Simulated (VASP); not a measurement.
TiC, 2 atoms in the cell. It takes space group Fm-3m (No. 225, cubic). Conventional cell: a = 4.444 Å, b = 4.444 Å, c = 4.444 Å, α = 90.00°, β = 90.00°, γ = 90.00°. Within 2.9 Å of Ti (site symmetry m-3m) lie 6 C at 2.22 Å. Within 2.9 Å of C (site symmetry m-3m) lie 6 Ti at 2.22 Å. 

| Property | Result |
| --- | --- |
| Program | VASP 6.6.1 |
| Task | single point |
| Functional | BLYP |
| Dispersion | D3(BJ) |
| Potentials or basis | VASP PAW PBE potentials, release 64 (Ti_sv, C) |
| Cutoff | 520 eV |
| k mesh | 11 × 11 × 11 |
| Occupations | fermi-dirac, width 0.05 eV |
| Spin | no spin polarisation |
| Dipole correction | no |
| k mesh for the DOS | 17 × 17 × 17 |
| Occupations for the DOS | tetrahedron |
| Further INCAR settings | ALGO = Normal; EDIFF = 1e-06 |

Potentials or basis: VASP PAW PBE potentials, release 64 (Ti_sv, C).

Run with:

```sh
$ cat potpaw_PBE.64/Ti_sv/POTCAR potpaw_PBE.64/C/POTCAR > POTCAR
$ cp INCAR.step1 INCAR
$ cp KPOINTS.step1 KPOINTS
$ mpirun -np 1 vasp_std > vasp.out
$ cp INCAR.step2 INCAR
$ cp KPOINTS.step2 KPOINTS
$ mpirun -np 1 vasp_std > vasp.out
```

Hardware: 1 thread of Intel(R) Xeon(R) 6975P-C (Granite Rapids) (shared host).

Task: Estimate the wall time of this run.

Result: It took 22 s on 1 thread of Intel(R) Xeon(R) 6975P-C (Granite Rapids), on a shared host, peak memory 0.18 GiB. Counts: k points 165.
